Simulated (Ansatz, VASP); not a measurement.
# GaSb: VASP beside Ansatz

Contents of INCAR:

```
PREC = Accurate ; ENCUT = 520
EDIFF = 1E-7 ; ISMEAR = 0
SIGMA = 0.15 ; LREAL = F
LASPH = T ; NELM = 60
ALGO = Normal ; ISIF = 2
LWAVE = F ; LCHARG = F
GGA = PS ; NBANDS = 46
```

Contents of KPOINTS:

```
regular mesh
0
Gamma
  8 8 8
```

The input POSCAR:

```
GaSb
1.0
    6.1180000000      0.0000000000      0.0000000000
    0.0000000000     -6.1180000000      0.0000000000
    0.0000000000      0.0000000000     -6.1180000000
Ga Sb
4 4
Direct
    0.0000000000      0.5000000000      0.5000000000
    0.5000000000      0.0000000000      0.5000000000
    0.5000000000      0.5000000000      0.0000000000
    0.0000000000      0.0000000000      0.0000000000
    0.7500000000      0.7500000000      0.7500000000
    0.2500000000      0.2500000000      0.7500000000
    0.2500000000      0.7500000000      0.2500000000
    0.7500000000      0.2500000000      0.2500000000
```

Input for Ansatz:

```yaml
crystal:
  lattice:
    - [6.118, 0.0, 0.0]
    - [0.0, -6.118, 0.0]
    - [0.0, 0.0, -6.118]
  atoms:
    - { symbol: Ga, position: [0.0, 0.5, 0.5] }
    - { symbol: Ga, position: [0.5, 0.0, 0.5] }
    - { symbol: Ga, position: [0.5, 0.5, 0.0] }
    - { symbol: Ga, position: [0.0, 0.0, 0.0] }
    - { symbol: Sb, position: [0.75, 0.75, 0.75] }
    - { symbol: Sb, position: [0.25, 0.25, 0.75] }
    - { symbol: Sb, position: [0.25, 0.75, 0.25] }
    - { symbol: Sb, position: [0.75, 0.25, 0.25] }
basis:
  ecutwfc: 420
kpoints:
  mp_grid: { grid: [8, 8, 8] }
hamiltonian:
  xc: pbesol
scf:
  occupations: { method: gaussian, width: 0.15 }
output:
  forces: true
  stress: true
  eigenvalues: true
  write_density: true
  write_potential: true
  elf: true
  volumetric_format: npy
```

Alike in both runs: task single point; functional PBEsol; k mesh 8 × 8 × 8; occupations gaussian, width 0.15 eV; no spin polarisation.

|  | VASP | Ansatz |
| --- | --- | --- |
| version | VASP 6.6.1 | Ansatz 0.2.0 |
| potentials or method | VASP PAW PBE potentials, release 64 (Ga_d, Sb), cutoff 520 eV | scalar-relativistic, plane waves, PAW |
| valence electrons in the cell | 72 | 112 |

```tsv
	VASP	Ansatz	Ansatz less VASP
gap on the k mesh at the Fermi level (eV)	none	none	-
pressure (GPa)	-0.1	-0.2	-0.10
```

VASP's potentials were made for PBE, not for PBEsol. A gap of «none» marks a metal or a gap that the smearing closes. VASP's potentials hold 72 valence electrons a cell and Ansatz's 112, so a difference there can come from the potentials and not from the codes.

Neither program's run includes spin-orbit coupling.
